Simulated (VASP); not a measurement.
F, 4 atoms in the cell. The structure is monoclinic, space group C2/c (No. 15). Conventional cell: a = 5.580 Å, b = 3.821 Å, c = 7.251 Å, α = 90.00°, β = 90.96°, γ = 90.00°. F (site symmetry 1) has 1 F at 1.51 Å within 2.0 Å. 

| Property | Result |
| --- | --- |
| Program | VASP 6.6.1 |
| Task | single point |
| Functional | PBE |
| Dispersion | D3(BJ) |
| Potentials or basis | VASP PAW PBE potentials, release 64 (F) |
| Cutoff | 520 eV |
| k mesh | 8 × 8 × 4 |
| Occupations | gaussian, width 0.05 eV |
| Spin | no spin polarisation |
| Dipole correction | no |
| Further INCAR settings | ALGO = Normal; EDIFF = 1e-06; NBANDS = 22 |

Potentials or basis: VASP PAW PBE potentials, release 64 (F).

Run with:

```console
$ cat potpaw_PBE.64/F/POTCAR > POTCAR
$ mpirun -np 1 vasp_std > vasp.out
```

Hardware: 1 thread of Oxide Virtual Turin-like Processor (shared host).

Q: How long does it take, and how much memory?

A: It took 3.2 min on 1 thread of Oxide Virtual Turin-like Processor, with other jobs on the host, peak memory 0.21 GiB. Counts: scf iterations 12, k points 78.
